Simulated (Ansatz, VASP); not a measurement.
**Two plane-wave programs on Sc**

The input INCAR:

```
ALGO = Normal ; EDIFF = 1E-6
ENCUT = 520 ; GGA = PE
ISIF = 2 ; ISMEAR = 0
LASPH = True ; LCHARG = False
LREAL = False ; LWAVE = False
NBANDS = 12 ; NELM = 100
PREC = Accurate ; SIGMA = 0.15
```

Contents of KPOINTS:

```
k-points
0
Gamma
  18 18 18
```

The input POSCAR:

```
Sc
1.0
   -1.9043234634      1.9172054859      1.7032239589
    1.9300875084     -1.9172054859      1.7319820411
    1.9043234634      1.9172054859     -1.7032239589
Sc
1
Direct
    0.0000000000      0.0000000000      0.0000000000
```

Input for Ansatz:

```yaml
crystal:
  lattice:
    - [-1.9043234634, 1.9172054859, 1.7032239589]
    - [1.9300875084, -1.9172054859, 1.7319820411]
    - [1.9043234634, 1.9172054859, -1.7032239589]
  atoms:
    - { symbol: Sc, position: [0.0, 0.0, 0.0] }
basis:
  ecutwfc: 420
kpoints:
  mp_grid: { grid: [18, 18, 18] }
hamiltonian:
  xc: pbe
scf:
  occupations: { method: gaussian, width: 0.15 }
output:
  forces: true
  stress: true
  eigenvalues: true
```

Change from the starting cell: strain +0.0150 x Voigt [0, 0, 0, 0, 1, 0], atoms carried along.

Alike in both runs: task single point; functional PBE; k mesh 18 × 18 × 18; occupations gaussian, width 0.15 eV; no spin polarisation.

|  | VASP | Ansatz |
| --- | --- | --- |
| version | VASP 6.6.1 | Ansatz 0.2.0 |
| potentials or method | VASP PAW PBE potentials, release 64 (Sc_sv), cutoff 520 eV | scalar-relativistic, plane waves, PAW |
| valence electrons in the cell | 11 | 11 |

|  | VASP | Ansatz | Ansatz less VASP |
| --- | --- | --- | --- |
| gap on the k mesh at the Fermi level (eV) | none | none | - |
| pressure (GPa) | -0.7 | -0.8 | -0.03 |
| traceless stress, the component that is largest in VASP (GPa) | 0.76 | 0.76 | +0.004 |

A gap of «none» marks a metal or a gap that the smearing closes.
